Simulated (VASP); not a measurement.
The system is CoH.

```xyz
2
Lattice="2.2700 0.0000 0.0000 0.0000 2.2700 0.0000 0.0000 0.0000 2.2700" Properties=species:S:1:pos:R:3 pbc="T T T"
Co    0.0000    0.0000    0.0000
H     1.1350    1.1350    1.1350
```

- Program: VASP 6.6.1
- Task: relaxation of cell and atoms
- Functional: LDA
- Potentials or basis: VASP PAW LDA potentials, release 64 (Co, H)
- Cutoff: 600 eV
- k mesh: 10 × 10 × 10
- Occupations: fermi-dirac, width 0.1 eV
- Spin: collinear spin, ferromagnetic start
- Starting moments: [2.5, 0.0] μB

At the start: pressure 22.6 GPa; volume 5.85 Å³/atom.

Where does the relaxation end?

Over 3 steps the energy falls by 34.2 meV/atom and the volume is 6.37 Å³/atom (+8.9 %); space group Pm-3m (No. 221, to 0.1 Å) before and after; moment 1.01 μB per cell.

Step by step:
```csv
step,energy change (eV),largest force (eV/Å),pressure (GPa),volume (Å³)
1,0.0000,0.0000,22.60,11.70
2,-0.0602,0.0000,-6.33,13.15
3,-0.0685,0.0000,0.04,12.74
```

Final structure:
```
Co H
1.0
     2.33570    0.00000    0.00000
     0.00000    2.33570    0.00000
     0.00000    0.00000    2.33570
Co H
1 1
Cartesian
  0.0000 0.0000 0.0000
  1.1679 1.1679 1.1679
```
